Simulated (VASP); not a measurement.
# Al3Te3H2 (Pm-3m) in VASP: further runs

Runs on Al3Te3H2. Level: PBE. Tasks: single point, relaxation of cell and atoms.

All numbers are computed with VASP 6.6.1; they aren't measurements. Logs are shortened: lines on timing, memory, paths and dates and some standing lists are left out, and cuts for length are marked.

**1. The cell of the first run**

Symmetry: Pm-3m, No. 221, cubic system. Conventional cell: a = 5.569 Å, b = 5.569 Å, c = 5.569 Å, α = 90.00°, β = 90.00°, γ = 90.00°. Within 3.7 Å of Al (site symmetry 4/mmm) lie 4 Te at 2.78 Å and 2 H at 2.78 Å. Te (site symmetry 4/mmm) has 4 Al at 2.78 Å and 2 H at 2.78 Å within 3.7 Å. Within 3.7 Å of H (site symmetry m-3m) lie 6 Te at 2.78 Å. H (site symmetry m-3m) has 6 Al at 2.78 Å within 3.7 Å.

**2. Single point, PBE**

INCAR

```
PREC = Accurate
ENCUT = 520
EDIFF = 1E-6
ISMEAR = 0
SIGMA = 0.1
LREAL = F
LASPH = T
NELM = 100
ALGO = Normal
ISIF = 2
LWAVE = F
LCHARG = F
GGA = PE
NBANDS = 24
```

KPOINTS

```
Automatic mesh
0
Gamma
  8 8 8
```

POSCAR

```
Al3Te3H2
1.0
    5.5689293864      0.0000000000      0.0000000000
    0.0000000000      5.5689293864      0.0000000000
    0.0000000000      0.0000000000      5.5689293864
Al Te H
3 3 2
Direct
    0.0000000000      0.5000000000      0.5000000000
    0.5000000000      0.0000000000      0.5000000000
    0.5000000000      0.5000000000      0.0000000000
    0.5000000000      0.0000000000      0.0000000000
    0.0000000000      0.5000000000      0.0000000000
    0.0000000000      0.0000000000      0.5000000000
    0.0000000000      0.0000000000      0.0000000000
    0.5000000000      0.5000000000      0.5000000000
```

Potentials or basis: VASP PAW PBE potentials, release 64 (Al, Te, H).

Run with:

```console
$ cat potpaw_PBE.64/Al/POTCAR potpaw_PBE.64/Te/POTCAR potpaw_PBE.64/H/POTCAR > POTCAR
$ mpirun -np 1 vasp_std > vasp.out
```

OUTCAR:

```text
PREC = Accurate
   ENCUT = 520
   EDIFF = 1E-6
   ISMEAR = 0
   LREAL = F
   LASPH = T
   NELM = 100
   ISIF = 2
   GGA = PE

 ion  position               nearest neighbor table
   1  0.000  0.500  0.500-   5 2.78   6 2.78   5 2.78   6 2.78
   2  0.500  0.000  0.500-   4 2.78   6 2.78   4 2.78   6 2.78
   3  0.500  0.500  0.000-   4 2.78   5 2.78   4 2.78   5 2.78
   4  0.500  0.000  0.000-   2 2.78   3 2.78   2 2.78   3 2.78
   5  0.000  0.500  0.000-   1 2.78   3 2.78   1 2.78   3 2.78
   6  0.000  0.000  0.500-   1 2.78   2 2.78   1 2.78   2 2.78
   7  0.000  0.000  0.000-
   8  0.500  0.500  0.500-

  LATTYP: Found a simple cubic cell.
 ALAT       =     5.5689293864

  Lattice vectors:

 A1 = (   5.5689293864,   0.0000000000,   0.0000000000)
 A2 = (   0.0000000000,   5.5689293864,   0.0000000000)
 A3 = (   0.0000000000,   0.0000000000,   5.5689293864)

Analysis of symmetry for initial positions (statically):
=====================================================================
 Subroutine PRICEL returns:
 Original cell was already a primitive cell.

 Routine SETGRP: Setting up the symmetry group for a
 simple cubic supercell.

 Subroutine GETGRP returns: Found 48 space group operations
 (whereof 48 operations were pure point group operations)
 out of a pool of 48 trial point group operations.

The static configuration has the point symmetry O_h .

Analysis of symmetry for dynamics (positions and initial velocities):
=====================================================================
 Subroutine PRICEL returns:
 Original cell was already a primitive cell.

 Routine SETGRP: Setting up the symmetry group for a
 simple cubic supercell.

 Subroutine GETGRP returns: Found 48 space group operations
 (whereof 48 operations were pure point group operations)
 out of a pool of 48 trial point group operations.

The dynamic configuration has the point symmetry O_h .

 Subroutine INISYM returns: Found 48 space group operations
 (whereof 48 operations are pure point group operations),
 and found     1 'primitive' translations

----------------------------------------------------------------------------------------

[... 105 lines left out ...]
   LREAL  =      F    real-space projection
   EDIFFG = 0.1E-04   stopping-criterion for IOM
   NSW    =      0    number of steps for IOM
   IBRION =     -1    ionic relax: 0-MD 1-quasi-New 2-CG
   NFREE  =      0    steps in history (QN), initial steepest desc. (CG)
   ISIF   =      2    stress and relaxation
   ISYM   =      2    0-nonsym 1-usesym 2-fastsym
   POTIM  = 0.5000    time-step for ionic-motion
   TEBEG  =    0.0;   TEEND  =   0.0 temperature during run
   PSTRESS=    0.0 pullay stress
   NELECT =      29.0000    total number of electrons
   NUPDOWN=      -1.0000    fix difference up-down
   EMIN   =  10.00;   EMAX   =-10.00  energy-range for DOS
   EFERMI =   0.00;   METHOD = LEGACY
   ISMEAR =     0;   SIGMA  =   0.10  broadening in eV -4-tet -1-fermi 0-gaus
   EFERMI_NEDOS =   21; number of points for ismear=-14 and -15
   IALGO  =     38    algorithm
   IMIX   =      4    mixing-type and parameters
     AMIX     =   0.40;   BMIX     =  1.00
     AMIX_MAG =   1.60;   BMIX_MAG =  1.00
  volume/ion in A,a.u.               =      21.59       145.69
  Fermi-wavevector in a.u.,A,eV,Ry     =   0.903169  1.706742 11.098471  0.815715
  Thomas-Fermi vector in A             =   2.026462
   LORBIT       =      0    0 simple, 1 ext, 2 COOP (PROOUT), +10 PAW based schemes
   GGA     = PE    functional components
   LHFCALC =     F    Hartree Fock is set to
   AEXX    =    0.0000 exact exchange contribution
   IVDW    =     0    specifies the selected vdW correction
   LEPSILON=     F    determine dielectric tensor
   LRPA    =     F    only Hartree local field effects (RPA)
 non-spin polarized calculation
 Gauss-broadening in eV      SIGMA  =   0.10
  energy-cutoff  :      520.00
  volume of cell :      172.71
 maximum number of plane-waves:      4697
 NGX is ok and might be reduce to    42
   NGX = 21   NGY = 21   NGZ = 21

 number of electron      28.9999999 magnetization

 Free energy of the ion-electron system (eV)
  ---------------------------------------------------
  ext. energy  EPLUGINS =         0.00000000
  ---------------------------------------------------
  free energy    TOTEN  =       -23.92948782 eV

  energy without entropy =      -23.91579631  energy(sigma->0) =      -23.92264206

 E-fermi :   5.8736     XC(G=0):  -9.2150

 val. band max:        5.8587649859   @ k =   0.3750   0.3750   0.0000
 cond. band min:       5.8981279455   @ k =   0.5000   0.1250   0.1250
 fundamental gap:      0.0393629596
 Fermi energy:         5.8735549633

 k-point     1 :       0.0000    0.0000    0.0000
  band No.  band energies     occupation
      1      -7.1390      2.00000
      2      -5.3631      2.00000
      3      -5.3631      2.00000
      4       0.4522      2.00000
      5       0.4522      2.00000
      6       0.4522      2.00000
[... 637 lines left out ...]
     23       9.8517      0.00000
     24      10.1982      0.00000

 [... further k-points ...]

------------------------ aborting loop because EDIFF is reached ----------------------------------------

  FORCE on cell =-STRESS in cart. coord.  units (eV):
  Direction    XX          YY          ZZ          XY          YZ          ZX
  --------------------------------------------------------------------------------------
  -------------------------------------------------------------------------------------
  Total        0.0214462      0.0214462      0.0214462     -0.0000000     -0.0000000      0.0000000
  in kB        0.1989510      0.1989510      0.1989510     -0.0000000     -0.0000000      0.0000000
  external PRESSURE =       0.1989510 kB  Pullay stress =       0.0000000 kB

 VOLUME and BASIS-vectors are now :
 -----------------------------------------------------------------------------
  energy-cutoff  :      520.00
  volume of cell :      172.71
      direct lattice vectors                 reciprocal lattice vectors
     5.568929386  0.000000000  0.000000000     0.179567728  0.000000000  0.000000000
     0.000000000  5.568929386  0.000000000     0.000000000  0.179567728  0.000000000
     0.000000000  0.000000000  5.568929386     0.000000000  0.000000000  0.179567728

 POSITION                                       TOTAL-FORCE (eV/Angst)
 -----------------------------------------------------------------------------------
      0.00000      2.78446      2.78446         0.000000      0.000000      0.000000
      2.78446      0.00000      2.78446         0.000000      0.000000      0.000000
      2.78446      2.78446      0.00000         0.000000      0.000000      0.000000
      2.78446      0.00000      0.00000         0.000000      0.000000      0.000000
      0.00000      2.78446      0.00000         0.000000      0.000000      0.000000
      0.00000      0.00000      2.78446         0.000000      0.000000      0.000000
      0.00000      0.00000      0.00000         0.000000      0.000000      0.000000
      2.78446      2.78446      2.78446         0.000000      0.000000      0.000000
 -----------------------------------------------------------------------------------
    total drift:                               -0.000000      0.000000     -0.000000

  FREE ENERGIE OF THE ION-ELECTRON SYSTEM (eV)
  ---------------------------------------------------
  free  energy   TOTEN  =       -23.9294878162 eV

  energy  without entropy=      -23.9157963131  energy(sigma->0) =      -23.92264206
```

It took 61 s on 1 thread of Intel Xeon 6975P-C (Granite Rapids), shared host; peak memory 0.33 GiB.

Results:

- Free energy: -23.9295 eV
- Pressure: 0.0 GPa
- Band gap on the k mesh: zero (an odd number of electrons rules out a gap without spin polarisation)

Caveat: spin-orbit coupling is left out, which moves the levels of the heavy elements; an odd number of electrons without spin polarisation forces a metal; a magnetic or distorted state may lie lower.

**3. Single point, PBE**

INCAR

```
SYSTEM = Al3Te3H2
PREC = Accurate
ENCUT = 520
EDIFF = 1E-6
ISMEAR = 0
SIGMA = 0.1
LREAL = .FALSE.
LASPH = .TRUE.
NELM = 100
ALGO = Normal
ISIF = 2
LWAVE = .FALSE.
LCHARG = .FALSE.
GGA = PE
NBANDS = 24
```

KPOINTS

```
regular mesh
0
G
  8 8 8
  0 0 0
```

POSCAR is that of step 2.

Potentials or basis: VASP PAW PBE potentials, release 64 (Al, Te, H).

Run with:

```console
$ cat potpaw_PBE.64/Al/POTCAR potpaw_PBE.64/Te/POTCAR potpaw_PBE.64/H/POTCAR > POTCAR
$ mpirun -np 1 vasp_std > vasp.out
```

Run time: 68 s. Hardware: 1 thread of Intel Xeon 6975P-C (Granite Rapids), shared host; peak memory 0.32 GiB.

Results (log left out):

```yaml
Free_energy: -23.9295 eV
Pressure: 0.0 GPa
Band_gap_on_the_k_mesh: zero (an odd number of electrons rules out a gap without spin polarisation)
```

Levels at points of the mesh, in eV from the Fermi level:
| k point | band 11 | band 12 | band 13 | band 14 | band 15 | band 16 | band 17 | band 18 |
| --- | --- | --- | --- | --- | --- | --- | --- | --- |
| (0.00, 0.00, 0.00) | -2.91 | -2.91 | -2.00 | -1.02 | -1.02 | -1.02 | 0.73 | 2.19 |
| (0.50, 0.00, 0.00) | -2.53 | -2.34 | -1.47 | -1.47 | -0.20 | 0.85 | 0.93 | 0.93 |
| (0.50, 0.50, 0.00) | -2.52 | -1.79 | -0.65 | -0.29 | 0.55 | 0.91 | 0.91 | 1.87 |
| (0.50, 0.50, 0.50) | -1.68 | -0.29 | -0.29 | 1.20 | 1.80 | 1.80 | 1.80 | 2.27 |

Caveat: spin-orbit coupling is left out, which moves the levels of the heavy elements; an odd number of electrons without spin polarisation forces a metal; a magnetic or distorted state may lie lower.

**4. Relaxation of cell and atoms, PBE**

This run uses another cell than the first one, of 21.79 Å³/atom.

INCAR

```
SYSTEM = Al3Te3H2
PREC     = Accurate       ! precision mode
ENCUT    = 600            ! plane-wave cutoff, eV
EDIFF    = 1E-7           ! SCF threshold, eV
ISMEAR   = 0              ! smearing method
SIGMA    = 0.1            ! smearing width, eV
LREAL    = .False.        ! projectors in reciprocal space
LASPH    = .True.         ! aspherical terms in the spheres
NELM     = 100            ! most SCF steps
ALGO     = Normal         ! electronic algorithm
ISIF     = 3              ! what is computed and relaxed
LWAVE    = .False.        ! write WAVECAR
LCHARG   = .False.        ! write CHGCAR
GGA      = PE             ! functional
IBRION   = 2              ! ionic algorithm
NSW      = 100            ! ionic steps
EDIFFG   = -0.01          ! ionic threshold
```

KPOINTS

```
Automatic mesh
0
Gamma
  8 8 8
  0 0 0
```

Edit POSCAR of step 3 so:

```diff
@@ -2,5 +2,5 @@
 1.0
-    5.5689293864      0.0000000000      0.0000000000
-    0.0000000000      5.5689293864      0.0000000000
-    0.0000000000      0.0000000000      5.5689293864
+    5.5864732417      0.0000000000      0.0000000000
+    0.0000000000      5.5864732417      0.0000000000
+    0.0000000000      0.0000000000      5.5864732417
 Al Te H
```

Run with:

```console
$ cat potpaw_PBE.64/Al/POTCAR potpaw_PBE.64/Te/POTCAR potpaw_PBE.64/H/POTCAR > POTCAR
$ mpirun -np 1 vasp_std > vasp.out
```

It took 2.1 min on 1 thread of Intel Xeon 6975P-C (Granite Rapids), shared host; peak memory 0.42 GiB.

The run converged. Its results:

```yaml
Free_energy: -23.9298 eV
Relaxed_volume: 21.63 Å³/atom
Relaxed_cell: a = 5.573 Å, b = 5.573 Å, c = 5.573 Å, α = 90.00°, β = 90.00°, γ = 90.00°
Space_group_after_relaxing_to_0.1_Å: Pm-3m (No. 221)
Energy_gained_by_relaxing: 0.2 meV/atom
Ionic_steps: 2
Pressure_after_relaxing: -0.1 GPa
Band_gap_on_the_k_mesh: zero (an odd number of electrons rules out a gap without spin polarisation)
```

The path:
| step | energy change (eV) | largest force (eV/Å) | pressure (GPa) | volume (Å³) |
| --- | --- | --- | --- | --- |
| 1 | 0.0000 | 0.0000 | -0.37 | 174.35 |
| 2 | -0.0018 | 0.0000 | -0.06 | 173.07 |

Final structure:
```
CELL_PARAMETERS angstrom
5.57277 0.00000 0.00000
0.00000 5.57277 0.00000
0.00000 0.00000 5.57277
ATOMIC_POSITIONS crystal
Al 0.00000 0.50000 0.50000
Al 0.50000 0.00000 0.50000
Al 0.50000 0.50000 0.00000
Te 0.50000 0.00000 0.00000
Te 0.00000 0.50000 0.00000
Te 0.00000 0.00000 0.50000
H 0.00000 0.00000 0.00000
H 0.50000 0.50000 0.50000
```

Levels at points of the mesh, in eV from the Fermi level:
| k point | band 10 | band 11 | band 12 | band 13 | band 14 | band 15 | band 16 | band 17 | band 18 | band 19 |
| --- | --- | --- | --- | --- | --- | --- | --- | --- | --- | --- |
| (0.00, 0.00, 0.00) | -3.75 | -2.91 | -2.91 | -2.00 | -1.02 | -1.02 | -1.02 | 0.72 | 2.19 | 2.19 |
| (0.50, 0.00, 0.00) | -3.99 | -2.53 | -2.33 | -1.47 | -1.47 | -0.19 | 0.85 | 0.94 | 0.94 | 1.51 |
| (0.50, 0.50, 0.00) | -3.32 | -2.51 | -1.79 | -0.65 | -0.28 | 0.55 | 0.91 | 0.91 | 1.87 | 1.92 |
| (0.50, 0.50, 0.50) | -1.68 | -1.68 | -0.29 | -0.29 | 1.20 | 1.80 | 1.80 | 1.80 | 2.27 | 2.52 |

Caveat: spin-orbit coupling is left out, which moves the levels of the heavy elements; an odd number of electrons without spin polarisation forces a metal; a magnetic or distorted state may lie lower.

The gap in the log of VASP goes by the Fermi energy; the results here count the filled bands.